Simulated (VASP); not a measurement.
## AlGa7AsP7: relaxation of volume and atoms at fixed shape with PBEsol

AlGa7AsP7:

```
Ga Al P As
1.0
    10.93352    0.00000    0.00000
     0.00000   10.93352    0.00000
     0.00000    0.00000   10.93352
Ga Al P As
28 4 28 4
Direct
  0.99759 0.99863 0.00375
  0.00164 0.49900 0.99639
  0.00088 0.50016 0.49758
  0.49819 0.99763 0.99934
  0.49988 0.00020 0.49562
  0.50162 0.49862 0.00376
  0.49979 0.50024 0.49876
  0.25176 0.25237 0.99913
  0.24982 0.25002 0.50153
  0.25035 0.75064 0.99833
  0.24587 0.75053 0.50170
  0.74589 0.24897 0.00203
  0.74775 0.25215 0.49879
  0.74785 0.75055 0.00317
  0.24916 0.99946 0.25190
  0.25056 0.99873 0.74775
  0.24710 0.49514 0.25300
  0.24988 0.49901 0.75088
  0.74883 0.00046 0.75191
  0.75185 0.49770 0.24762
  0.74984 0.50012 0.75358
  0.99943 0.24973 0.25332
  0.99902 0.25099 0.75035
  0.99832 0.74694 0.75221
  0.50249 0.24880 0.24863
  0.49946 0.24873 0.75270
  0.50074 0.75222 0.25064
  0.49828 0.75152 0.75148
  0.99779 0.99925 0.50136
  0.74742 0.75230 0.50022
  0.75189 0.99943 0.25040
  0.99854 0.74715 0.24717
  0.12874 0.12568 0.12482
  0.12168 0.12446 0.62654
  0.12480 0.62504 0.12292
  0.62453 0.12243 0.12425
  0.62163 0.12553 0.62502
  0.62463 0.62495 0.12268
  0.62518 0.62231 0.62437
  0.37672 0.37646 0.12380
  0.37581 0.37491 0.62413
  0.37665 0.87154 0.12371
  0.37866 0.87449 0.62370
  0.87109 0.37760 0.12738
  0.87522 0.87589 0.12569
  0.87340 0.87676 0.62828
  0.37392 0.12191 0.37297
  0.37149 0.12521 0.87214
  0.37666 0.62371 0.37845
  0.36911 0.62877 0.87668
  0.87634 0.12255 0.37524
  0.87185 0.12194 0.87290
  0.87425 0.62483 0.87704
  0.12593 0.37368 0.87548
  0.12612 0.87716 0.37521
  0.12414 0.88059 0.87133
  0.62623 0.37502 0.37733
  0.62855 0.37480 0.87715
  0.62358 0.87555 0.37365
  0.62554 0.87058 0.87910
  0.12530 0.62490 0.62355
  0.87303 0.37408 0.62370
  0.87389 0.62335 0.37565
  0.12408 0.37527 0.37657
```

- Program: VASP 6.6.1
- Task: relaxation of volume and atoms at fixed shape
- Functional: PBEsol
- Potentials or basis: VASP PAW PBE potentials, release 64 (Ga_d, Al, P, As)
- Cutoff: 500 eV
- k mesh: 1 × 1 × 1, shifted
- Occupations: fermi-dirac, width 0.05 eV
- Spin: no spin polarisation
- Dipole correction: no
- Further INCAR settings: LREAL = Auto; ALGO = Normal; EDIFF = 1e-07; ISYM = -1; IBRION = 2; EDIFFG = -0.03; NSW = 100; ISIF = 8

```
Relaxed volume                        : 20.45 Å³/atom
Relaxed cell                          : a = 10.938 Å, b = 10.938 Å, c = 10.938 Å, α = 90.00°, β = 90.00°, γ = 90.00°
Space group after relaxing (to 0.1 Å) : Cm (No. 8)
Energy gained by relaxing             : 14.0 meV/atom
Ionic steps                           : 12
Pressure after relaxing               : 0.0 GPa
Largest force after relaxing          : 0.018 eV/Å
Band gap on the k mesh                : 1.92 eV
```

Forces in eV/Å, atoms in the order of the input:
```
Ga  -0.004 -0.011 -0.002
Ga  -0.007  0.003  0.004
Ga   0.001 -0.001  0.004
Ga   0.016  0.005  0.004
Ga  -0.001 -0.002  0.008
Ga   0.005 -0.009 -0.001
Ga  -0.005 -0.001  0.008
Ga  -0.011 -0.001  0.001
Ga  -0.010  0.005 -0.002
Ga   0.007 -0.007  0.006
Ga   0.001 -0.006 -0.011
Ga   0.007  0.004 -0.003
Ga   0.007  0.002 -0.001
Ga  -0.003 -0.005 -0.014
Ga   0.003  0.002  0.008
Ga  -0.006  0.002  0.016
Ga  -0.004  0.006  0.005
Ga   0.001 -0.002  0.002
Ga   0.012 -0.005 -0.006
Ga   0.001  0.006  0.007
Ga   0.004  0.002 -0.012
Ga  -0.008  0.009 -0.002
Ga   0.009  0.006 -0.011
Ga   0.002 -0.003 -0.010
Ga  -0.005  0.001  0.006
Ga  -0.005  0.001 -0.010
Ga   0.008  0.007  0.005
Ga   0.006  0.002  0.004
Al   0.003 -0.001  0.000
Al   0.013 -0.005 -0.006
Al  -0.011 -0.001  0.001
Al  -0.004  0.005  0.004
P   -0.009 -0.003  0.007
P    0.000  0.004 -0.005
P   -0.010  0.001  0.007
P   -0.007  0.010  0.000
P    0.009  0.005 -0.002
P    0.003 -0.004  0.005
P    0.007 -0.004 -0.007
P   -0.009  0.005  0.008
P   -0.010  0.001 -0.002
P    0.014  0.008  0.003
P   -0.009 -0.011  0.004
P    0.000  0.009  0.000
P   -0.007 -0.004  0.004
P    0.000 -0.009 -0.015
P   -0.005  0.005  0.008
P    0.003 -0.001  0.003
P   -0.001 -0.003 -0.001
P    0.001 -0.009 -0.008
P    0.002 -0.001 -0.001
P    0.015  0.000 -0.004
P    0.006 -0.004 -0.013
P   -0.017  0.005  0.004
P    0.002 -0.003  0.001
P   -0.006 -0.009  0.008
P    0.005  0.003  0.007
P    0.000  0.004 -0.009
P    0.001 -0.009  0.009
P    0.003  0.010 -0.002
As   0.001 -0.003  0.002
As  -0.002 -0.003 -0.002
As  -0.003  0.007 -0.008
As   0.000 -0.010 -0.005
```

Stress tensor (GPa, compression positive):
```
-0.01 -0.73 -0.73
-0.73 -0.03 -0.73
-0.73 -0.73 -0.01
```

The path:
| step | energy change (eV) | largest force (eV/Å) | pressure (GPa) | volume (Å³) |
| --- | --- | --- | --- | --- |
| 1 | 0.0000 | 1.6452 | 0.31 | 1307.01 |
| 2 | -0.7277 | 0.3928 | -0.35 | 1314.51 |
| 3 | -0.7489 | 0.5076 | -0.44 | 1316.05 |
| 4 | -0.8362 | 0.2372 | 0.19 | 1305.65 |
| 5 | -0.8440 | 0.1825 | 0.46 | 1301.38 |
| 6 | -0.8818 | 0.1188 | -0.03 | 1308.83 |
| 7 | -0.8826 | 0.1158 | -0.10 | 1310.04 |
| 8 | -0.8920 | 0.0552 | -0.03 | 1308.69 |
| 9 | -0.8930 | 0.0587 | 0.02 | 1308.05 |
| 10 | -0.8960 | 0.0372 | 0.02 | 1308.13 |
| 11 | -0.8969 | 0.0394 | 0.02 | 1308.19 |
| 12 | -0.8984 | 0.0184 | -0.02 | 1308.77 |

Final structure:
```
CELL_PARAMETERS angstrom
10.93842 0.00000 0.00000
0.00000 10.93842 0.00000
0.00000 0.00000 10.93842
ATOMIC_POSITIONS crystal
Ga 0.00015 0.00071 0.99961
Ga 0.00004 0.49883 0.00002
Ga 0.99949 0.49985 0.50035
Ga 0.49873 0.99941 0.99988
Ga 0.49913 0.00030 0.50004
Ga 0.49956 0.50054 0.00031
Ga 0.49963 0.49936 0.50027
Ga 0.25068 0.24931 0.00105
Ga 0.25380 0.24577 0.50410
Ga 0.24982 0.75055 0.99877
Ga 0.25390 0.75382 0.49725
Ga 0.74864 0.24928 0.99971
Ga 0.74517 0.24612 0.49714
Ga 0.74907 0.75045 0.00147
Ga 0.25037 0.00072 0.24935
Ga 0.25043 0.99899 0.75024
Ga 0.25431 0.50275 0.24620
Ga 0.25363 0.49625 0.75400
Ga 0.74820 0.00076 0.75155
Ga 0.74589 0.49568 0.24625
Ga 0.74569 0.50301 0.75519
Ga 0.99653 0.24583 0.24652
Ga 0.00290 0.24549 0.75450
Ga 0.99608 0.75369 0.75537
Ga 0.49877 0.24914 0.24945
Ga 0.50072 0.24931 0.75125
Ga 0.49980 0.75005 0.24968
Ga 0.49819 0.75022 0.75090
Al 0.99921 0.99943 0.50029
Al 0.74444 0.75347 0.50448
Al 0.74875 0.99910 0.24894
Al 0.00373 0.75284 0.24540
P 0.12503 0.12397 0.12398
P 0.12549 0.12240 0.62627
P 0.12663 0.62468 0.12219
P 0.62355 0.12454 0.12433
P 0.62304 0.12359 0.62544
P 0.62358 0.62486 0.12451
P 0.62168 0.62489 0.62733
P 0.37620 0.37448 0.12381
P 0.37688 0.37339 0.62630
P 0.37424 0.87448 0.12473
P 0.37583 0.87591 0.62522
P 0.87366 0.37310 0.12306
P 0.87525 0.87637 0.12338
P 0.87306 0.87664 0.62755
P 0.37538 0.12382 0.37465
P 0.37452 0.12433 0.87502
P 0.37657 0.62545 0.37442
P 0.37516 0.62508 0.87613
P 0.87308 0.12310 0.37418
P 0.87365 0.12382 0.87642
P 0.87349 0.62543 0.87810
P 0.12586 0.37309 0.87690
P 0.12617 0.87663 0.37398
P 0.12494 0.87632 0.87588
P 0.62222 0.37342 0.37389
P 0.62326 0.37463 0.87693
P 0.62272 0.87620 0.37493
P 0.62378 0.87437 0.87562
As 0.12650 0.62711 0.62767
As 0.87221 0.37252 0.62773
As 0.87208 0.62712 0.37317
As 0.12703 0.37264 0.37318
```

Levels at points of the mesh, in eV from the valence-band top:
| k point | band 265 | band 266 | band 267 | band 268 | band 269 | band 270 | band 271 | band 272 |
| --- | --- | --- | --- | --- | --- | --- | --- | --- |
| (0.25, 0.25, 0.25) | -0.44 | -0.43 | 0.00 | 0.00 | 1.92 | 1.95 | 1.95 | 1.96 |

Wall time 21 min on 4 MPI ranks on Intel(R) Xeon(R) 6975P-C (Granite Rapids), on a shared host, peak memory 0.47 GiB a rank.

Caveat: the PAW data sets were made with another functional, which shifts forces and pressure a little; a shifted mesh leaves out Γ, where band edges can lie. A k mesh can miss the band edges.
